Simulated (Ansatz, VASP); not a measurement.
# Be3Se2S in VASP and in Ansatz

```
Be Se S
1.0
     3.59444    0.00000    0.00000
    -1.79722    3.11288    0.00000
     0.00000    0.00000   17.66686
Be Se S
6 4 2
Direct
  0.66667 0.33333 0.62009
  0.33333 0.66667 0.79157
  0.66667 0.33333 0.96319
  0.33333 0.66667 0.46319
  0.66667 0.33333 0.29157
  0.33333 0.66667 0.12009
  0.33333 0.66667 0.66450
  0.66667 0.33333 0.83564
  0.33333 0.66667 0.33564
  0.66667 0.33333 0.16450
  0.33333 0.66667 0.00000
  0.66667 0.33333 0.50000
```

Alike in both runs: task relaxation of cell and atoms; functional PBE; k mesh 6 × 6 × 2; occupations gaussian, width 0.02 eV; no spin polarisation.

|  | VASP | Ansatz |
| --- | --- | --- |
| version | VASP 6.6.1 | Ansatz 0.2.0 |
| potentials or method | VASP PAW PBE potentials, release 64 (Be, Se, S), cutoff 600 eV | scalar-relativistic, plane waves, PAW |
| valence electrons in the cell | 48 | 88 |

```tsv
	VASP	Ansatz	Ansatz less VASP
gap on the k mesh at the Fermi level, each at its own relaxed structure (eV)	3.24	3.24	+0.007
relaxed volume (Å³/atom)	16.43	16.40	-0.030
relaxed length of the cell vector where the two differ most in proportion (Å)	17.713	17.702	-0.0108
```

VASP's potentials hold 48 valence electrons a cell and Ansatz's 88, so a difference there can come from the potentials and not from the codes.
